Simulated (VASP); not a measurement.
A run of VASP 6.6.1:

File POSCAR:

```
Sb
1.0
    0.0000000000      3.4589220629      3.4589220629
    3.4589220629      0.0000000000      3.4589220629
    3.4589220629      3.4589220629      0.0000000000
Sb
2
Direct
    0.0000000000      0.0000000000      0.0000000000
    0.2500000000      0.2500000000      0.2500000000
```

The input INCAR.step1:

```
ALGO = Normal
EDIFF = 1E-4
ENCUT = 520
GGA = PE
ISMEAR = -1
LASPH = T
LCHARG = F
LREAL = F
LWAVE = T
NBANDS = 12
NELM = 60
PREC = Accurate
SIGMA = 0.1
```

INCAR.step2

```
ALGO = Normal
EDIFF = 1E-6
ENCUT = 520
ISIF = 2
ISMEAR = -1
ISTART = 1
LASPH = T
LCHARG = T
LELF = T
LMIXTAU = T
LREAL = F
LVHAR = T
LWAVE = F
METAGGA = R2SCAN
NBANDS = 12
NELM = 60
PREC = Accurate
SIGMA = 0.1
```

File KPOINTS:

```
k-points
0
Gamma
  6 6 6
```

Potentials or basis: VASP PAW PBE potentials, release 64 (Sb).

Command:

```console
$ cat potpaw_PBE.64/Sb/POTCAR > POTCAR
$ cp INCAR.step1 INCAR
$ mpirun -np 1 vasp_std > vasp.out
$ cp INCAR.step2 INCAR
$ mpirun -np 1 vasp_std > vasp.out
```

Hardware: 1 thread of Intel Xeon 8259CL (shared host).

Task: How long does it take, and how much memory?

Result: It took 95 s on 1 thread of Intel Xeon 8259CL, on a shared host, peak memory 0.21 GiB. Counts: k points 16.
